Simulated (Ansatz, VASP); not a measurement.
# ZnTe3O: VASP beside Ansatz

```
CELL_PARAMETERS angstrom
3.25243 -5.59147 0.00000
3.25243 5.59147 0.00000
0.00000 0.00000 3.45480
ATOMIC_POSITIONS crystal
Zn 0.00000 0.00000 0.00000
Te 0.00000 0.50000 0.50000
Te 0.50000 0.00000 0.50000
Te 0.50000 0.50000 0.50000
O 0.00000 0.00000 0.50000
```

Alike in both runs: functional PBE; k mesh 4 × 4 × 4; occupations gaussian, width 0.1 eV; no spin polarisation.

Ansatz relaxed the structure, and its values are those at the end. VASP's run is a single point on that final structure, the one shown.

```csv
,VASP,Ansatz
version,VASP 6.6.1,Ansatz 0.2.0
potentials or method,"VASP PAW PBE potentials, release 64 (Zn, Te, O), cutoff 520 eV","scalar-relativistic, plane waves, PAW"
valence electrons in the cell,36,66
```

```tsv
	VASP	Ansatz	Ansatz less VASP
gap on the k mesh at the Fermi level (eV)	none	none	-
pressure (GPa)	0.3	0.0	-0.23
```

A gap of «none» marks a metal or a gap that the smearing closes. VASP's potentials hold 36 valence electrons a cell and Ansatz's 66, so a difference there can come from the potentials and not from the codes.

The k mesh is coarse, so the values compare programs but aren't converged. Neither program's run includes spin-orbit coupling.
